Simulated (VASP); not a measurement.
# NaH (Cm) in VASP: single point with PBEsol

Aim: the single point of NaH with PBEsol.

Program: VASP 6.6.1. These are calculated values, not measurements. Logs are shortened: lines on timing, memory, paths and dates and some standing lists are left out, and cuts for length are marked.

### 1 The cell of the first run

It takes space group Cm (No. 8, monoclinic). The conventional cell has a = 4.179 Å, b = 4.179 Å, c = 2.955 Å, α = 90.00°, β = 90.00°, γ = 90.00°. Na (site symmetry m) has 4 H at 1.99 to 2.55 Å within 2.6 Å. H (site symmetry m) has 4 Na at 1.99 to 2.55 Å within 2.6 Å.

### 2 Single point, PBEsol (atom 1 (Na) moved by (-0.300, -0.600) A along [1 1 0] and z)

File INCAR:

```
  ALGO = Normal
  EDIFF = 1E-6
  ENCUT = 500
  GGA = PS
  GGA_COMPAT = False
  ISIF = 2
  ISMEAR = 0
  LASPH = True
  LCHARG = False
  LREAL = False
  LWAVE = False
  NBANDS = 11
  NELM = 120
  PREC = Accurate
  SIGMA = 0.05
```

File KPOINTS:

```
k-points
0
Gamma
  10 10 10
```

File POSCAR:

```
NaH
1.0
    2.9551240000      0.0000000000      0.0000000000
    0.0000000000      2.9551240000      0.0000000000
    0.0000000000      0.0000000000      2.9551240000
Na H
1 1
Direct
   -0.0717844782     -0.0717844782     -0.2030371653
    0.5000000000      0.5000000000      0.5000000000
```

Potentials or basis: VASP PAW PBE potentials, release 64 (Na_pv, H).

Launch:

```bash
> cat potpaw_PBE.64/Na_pv/POTCAR potpaw_PBE.64/H/POTCAR > POTCAR
> mpirun -np 1 vasp_std > vasp.out
```

OUTCAR:

```text
EDIFF = 1E-6
   ENCUT = 500
   GGA = PS
   ISIF = 2
   ISMEAR = 0
   LASPH = True
   LREAL = False
   NELM = 120
   PREC = Accurate

 ion  position               nearest neighbor table
   1  0.928  0.928  0.797-
   2  0.500  0.500  0.500-

  LATTYP: Found a simple cubic cell.
 ALAT       =     2.9551240000

  Lattice vectors:

 A1 = (   2.9551240000,   0.0000000000,   0.0000000000)
 A2 = (   0.0000000000,   2.9551240000,   0.0000000000)
 A3 = (   0.0000000000,   0.0000000000,   2.9551240000)

Analysis of symmetry for initial positions (statically):
=====================================================================
 Subroutine PRICEL returns:
 Original cell was already a primitive cell.

 Routine SETGRP: Setting up the symmetry group for a
 simple cubic supercell.

 Subroutine GETGRP returns: Found  2 space group operations
 (whereof  2 operations were pure point group operations)
 out of a pool of 48 trial point group operations.

The static configuration has the point symmetry C_1h.

Analysis of symmetry for dynamics (positions and initial velocities):
=====================================================================
 Subroutine PRICEL returns:
 Original cell was already a primitive cell.

 Routine SETGRP: Setting up the symmetry group for a
 simple cubic supercell.

 Subroutine GETGRP returns: Found  2 space group operations
 (whereof  2 operations were pure point group operations)
 out of a pool of 48 trial point group operations.

The dynamic configuration has the point symmetry C_1h.

 Subroutine INISYM returns: Found  2 space group operations
 (whereof  2 operations are pure point group operations),
 and found     1 'primitive' translations

----------------------------------------------------------------------------------------

                                     Primitive cell

  volume of cell :      25.8064

  direct lattice vectors                    reciprocal lattice vectors
     2.955124000  0.000000000  0.000000000     0.338395275  0.000000000  0.000000000
     0.000000000  2.955124000  0.000000000     0.000000000  0.338395275  0.000000000
     0.000000000  0.000000000  2.955124000     0.000000000  0.000000000  0.338395275

  length of vectors
     2.955124000  2.955124000  2.955124000     0.338395275  0.338395275  0.338395275

  position of ions in fractional coordinates (direct lattice)
     0.928215522  0.928215522  0.796962835
     0.500000000  0.500000000  0.500000000

  ion indices of the primitive-cell ions
   primitive index   ion index
                 1           1
                 2           2

----------------------------------------------------------------------------------------

 KPOINTS: k-points

Automatic generation of k-mesh.
 Grid dimensions read from file:
 generate k-points for:   10   10   10

 Generating k-lattice:

  Cartesian coordinates                     Fractional coordinates (reciprocal lattice)
     0.033839528  0.000000000  0.000000000     0.100000000  0.000000000  0.000000000
     0.000000000  0.033839528  0.000000000     0.000000000  0.100000000  0.000000000
     0.000000000  0.000000000  0.033839528     0.000000000  0.000000000  0.100000000

  Length of vectors
     0.033839528  0.033839528  0.033839528

  Shift w.r.t. Gamma in fractional coordinates (k-lattice)
     0.000000000  0.000000000  0.000000000

 Subroutine IBZKPT returns following result:
 ===========================================

 Found    282 irreducible k-points:

 Following reciprocal coordinates:
            Coordinates               Weight
  0.000000  0.000000  0.000000      1.000000
  0.100000  0.000000  0.000000      4.000000
  0.000000  0.000000  0.100000      2.000000
  0.200000  0.000000  0.000000      4.000000
  0.000000  0.000000  0.200000      2.000000
  0.300000  0.000000  0.000000      4.000000
[... 16 lines left out ...]
  0.000000  0.300000  0.100000      4.000000
  0.100000  0.000000  0.300000      4.000000
 [... further k-points ...]
   k-points           NKPTS =    282   k-points in BZ     NKDIM =    282   number of bands    NBANDS=     11
   number of dos      NEDOS =    301   number of ions     NIONS =      2
   total plane-waves  NPLWV =  13824
   dimension x,y,z NGX =    24 NGY =   24 NGZ =   24
   dimension x,y,z NGXF=    48 NGYF=   48 NGZF=   48
   ions per type =               1   1
   NGX,Y,Z   is equivalent  to a cutoff of  13.50, 13.50, 13.50 a.u.
   NGXF,Y,Z  is equivalent  to a cutoff of  27.00, 27.00, 27.00 a.u.
 SYSTEM =  unknown system
   PREC   = accura    normal or accurate (medium, high low for compatibility)
   ISTART =      0    job   : 0-new  1-cont  2-samecut
   ICHARG =      2    charge: 1-file 2-atom 10-const
   ISPIN  =      1    spin polarized calculation?
   LNONCOLLINEAR =      F non collinear calculations
   LSORBIT =      F    spin-orbit coupling
   LASPH  =      T    aspherical Exc in radial PAW
   ENCUT  =  500.0 eV  36.75 Ry    6.06 a.u.   5.39  5.39  5.39*2*pi/ulx,y,z
   NELM   =    120;   NELMIN=  2; NELMDL= -5     # of ELM steps
   EDIFF  = 0.1E-05   stopping-criterion for ELM
   LREAL  =      F    real-space projection
   EDIFFG = 0.1E-04   stopping-criterion for IOM
   NSW    =      0    number of steps for IOM
   IBRION =     -1    ionic relax: 0-MD 1-quasi-New 2-CG
   NFREE  =      0    steps in history (QN), initial steepest desc. (CG)
   ISIF   =      2    stress and relaxation
   ISYM   =      2    0-nonsym 1-usesym 2-fastsym
   POTIM  = 0.5000    time-step for ionic-motion
   TEBEG  =    0.0;   TEEND  =   0.0 temperature during run
   PSTRESS=    0.0 pullay stress
   NELECT =       8.0000    total number of electrons
   NUPDOWN=      -1.0000    fix difference up-down
   EMIN   =  10.00;   EMAX   =-10.00  energy-range for DOS
   EFERMI =   0.00;   METHOD = LEGACY
   ISMEAR =     0;   SIGMA  =   0.05  broadening in eV -4-tet -1-fermi 0-gaus
   EFERMI_NEDOS =   21; number of points for ismear=-14 and -15
   IALGO  =     38    algorithm
   IMIX   =      4    mixing-type and parameters
     AMIX     =   0.40;   BMIX     =  1.00
     AMIX_MAG =   1.60;   BMIX_MAG =  1.00
  volume/ion in A,a.u.               =      12.90        87.08
  Fermi-wavevector in a.u.,A,eV,Ry     =   1.107973  2.093765 16.702564  1.227604
  Thomas-Fermi vector in A             =   2.244494
   LORBIT       =      0    0 simple, 1 ext, 2 COOP (PROOUT), +10 PAW based schemes
   GGA     = PS    functional components
   LHFCALC =     F    Hartree Fock is set to
   AEXX    =    0.0000 exact exchange contribution
   IVDW    =     0    specifies the selected vdW correction
   LEPSILON=     F    determine dielectric tensor
   LRPA    =     F    only Hartree local field effects (RPA)
 non-spin polarized calculation
 Gauss-broadening in eV      SIGMA  =   0.05
  energy-cutoff  :      500.00
  volume of cell :       25.81
 maximum number of plane-waves:       691
 NGX is ok and might be reduce to    24
   NGX = 11   NGY = 11   NGZ = 11

 number of electron       8.0000000 magnetization

 Free energy of the ion-electron system (eV)
  ---------------------------------------------------
  ext. energy  EPLUGINS =         0.00000000
  ---------------------------------------------------
  free energy    TOTEN  =        -4.64053787 eV

  energy without entropy =       -4.64053787  energy(sigma->0) =       -4.64053787

 E-fermi :   1.2054     XC(G=0):  -8.1712

 val. band max:        1.0155354876   @ k =   0.5000   0.5000   0.5000
 cond. band min:       2.0147950287   @ k =   0.0000   0.0000   0.5000
 fundamental gap:      0.9992595411
 Fermi energy:         1.2053660430

 k-point     1 :       0.0000    0.0000    0.0000
  band No.  band energies     occupation
      1     -22.9876      2.00000
      2     -22.9359      2.00000
      3     -22.9339      2.00000
      4      -4.6599      2.00000
      5       8.7551      0.00000
      6      11.9280      0.00000
      7      12.0594      0.00000
      8      13.9232      0.00000
      9      14.0495      0.00000
     10      16.0459      0.00000
     11      25.5593      0.00000

 k-point     2 :       0.1000    0.0000    0.0000
  band No.  band energies     occupation
      1     -22.9860      2.00000
      2     -22.9534      2.00000
      3     -22.9331      2.00000
      4      -4.5017      2.00000
      5       8.1805      0.00000
      6      11.0324      0.00000
      7      12.2745      0.00000
      8      14.0733      0.00000
      9      14.7697      0.00000
     10      17.2137      0.00000
     11      24.2274      0.00000

 k-point     3 :       0.0000    0.0000    0.1000
  band No.  band energies     occupation
      1     -23.0054      2.00000
      2     -22.9343      2.00000
      3     -22.9324      2.00000
      4      -4.5032      2.00000
      5       7.9940      0.00000
      6      11.7480      0.00000
      7      12.0908      0.00000
      8      14.0478      0.00000
      9      14.2467      0.00000
     10      17.4365      0.00000
     11      24.4863      0.00000

 k-point     4 :       0.2000    0.0000    0.0000
  band No.  band energies     occupation
      1     -23.0019      2.00000
      2     -22.9814      2.00000
      3     -22.9289      2.00000
      4      -4.0423      2.00000
      5       6.4667      0.00000
      6      10.7916      0.00000
      7      12.7189      0.00000
      8      14.4237      0.00000
      9      15.4201      0.00000
     10      19.9393      0.00000
     11      22.1229      0.00000
[... 239 lines left out ...]
 k-point    22 :       0.3000    0.1000    0.0000
  band No.  band energies     occupation
      1     -23.0579      2.00000
      2     -22.9749      2.00000
      3     -22.9408      2.00000
      4      -3.1989      2.00000
      5       4.6693      0.00000
      6      10.0660      0.00000
      7      13.1875      0.00000
      8      14.8967      0.00000
      9      17.7579      0.00000
     10      18.5527      0.00000
     11      20.9300      0.00000

 k-point    23 :       0.0000    0.3000    0.1000
  band No.  band energies     occupation
      1     -23.0581      2.00000
      2     -22.9933      2.00000
      3     -22.9221      2.00000
      4      -3.1965      2.00000
      5       4.6740      0.00000
      6       9.9816      0.00000
      7      13.3372      0.00000
      8      14.9405      0.00000
      9      17.3877      0.00000
     10      18.7086      0.00000
     11      21.1485      0.00000

 k-point    24 :       0.1000    0.0000    0.3000
  band No.  band energies     occupation
      1     -23.1058      2.00000
      2     -22.9419      2.00000
      3     -22.9226      2.00000
      4      -3.2011      2.00000
      5       4.4419      0.00000
      6      10.6302      0.00000
      7      13.2418      0.00000
      8      14.9728      0.00000
      9      17.1794      0.00000
     10      18.6725      0.00000
     11      20.9529      0.00000

 [... further k-points ...]
[... 5 lines left out ...]
  --------------------------------------------------------------------------------------
  -------------------------------------------------------------------------------------
  Total        0.5813478      0.5813478      0.5468622      0.2986699      0.3765261      0.3765261
  in kB       36.0927089     36.0927089     33.9516846     18.5427839     23.3764476     23.3764483
  external PRESSURE =      35.3790341 kB  Pullay stress =       0.0000000 kB

 VOLUME and BASIS-vectors are now :
 -----------------------------------------------------------------------------
  energy-cutoff  :      500.00
  volume of cell :       25.81
      direct lattice vectors                 reciprocal lattice vectors
     2.955124000  0.000000000  0.000000000     0.338395275  0.000000000  0.000000000
     0.000000000  2.955124000  0.000000000     0.000000000  0.338395275  0.000000000
     0.000000000  0.000000000  2.955124000     0.000000000  0.000000000  0.338395275

 POSITION                                       TOTAL-FORCE (eV/Angst)
 -----------------------------------------------------------------------------------
      2.74299      2.74299      2.35512         0.368417      0.368417      0.393572
      1.47756      1.47756      1.47756        -0.368417     -0.368417     -0.393572
 -----------------------------------------------------------------------------------
    total drift:                               -0.000190     -0.000190      0.000206

  FREE ENERGIE OF THE ION-ELECTRON SYSTEM (eV)
  ---------------------------------------------------
  free  energy   TOTEN  =        -4.6405378731 eV

  energy  without entropy=       -4.6405378731  energy(sigma->0) =       -4.64053787
```

Wall time 64 s (1 thread of AMD EPYC 7R43 (Zen 3), shared host); peak memory 0.15 GiB.

Results:

```
Free energy            : -4.6405 eV
Pressure               : 3.5 GPa
Largest force          : 0.653 eV/Å
Band gap on the k mesh : 1.00 eV (least direct gap 4.14 eV)
```

Forces in eV/Å, atoms in the order of the input:
```
Na   0.368  0.368  0.394
H   -0.368 -0.368 -0.394
```

Caveat: the cell differs from its parent crystal (atom 1 (Na) moved by (-0.300, -0.600) A along [1 1 0] and z); the cell stands under pressure; the PAW data sets were made with another functional, which shifts forces and pressure a little. A k mesh can miss the band edges.
